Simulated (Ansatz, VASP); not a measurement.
**BSe in VASP and in Ansatz**

```
CELL_PARAMETERS angstrom
0.00000 2.35117 2.35117
2.35117 0.00000 2.35117
2.35117 2.35117 0.00000
ATOMIC_POSITIONS crystal
B 0.00000 0.00000 0.00000
Se 0.50000 0.50000 0.50000
```

Alike in both runs: task relaxation of cell and atoms; functional PBE; k mesh 16 × 16 × 16; occupations gaussian, width 0.1 eV; no spin polarisation.

|  | VASP | Ansatz |
| --- | --- | --- |
| version | VASP 6.6.1 | Ansatz 0.2.0 |
| potentials or method | VASP PAW PBE potentials, release 64 (B, Se), cutoff 600 eV | scalar-relativistic, plane waves, PAW |
| valence electrons in the cell | 9 | 19 |

VASP gave:

| Quantity | Value |
| --- | --- |
| gap on the k mesh at the Fermi level, each at its own relaxed structure (eV) | none |
| relaxed volume (Å³/atom) | 13.03 |
| relaxed length of the cell vector where the two differ most in proportion (Å) | 3.328 |

Estimate Ansatz's values.

gap on the k mesh at the Fermi level, each at its own relaxed structure (eV): none; relaxed volume (Å³/atom): 13.02; relaxed length of the cell vector where the two differ most in proportion (Å): 3.327.

A gap of «none» marks a metal or a gap that the smearing closes. VASP's potentials hold 9 valence electrons a cell and Ansatz's 19, so a difference there can come from the potentials and not from the codes.
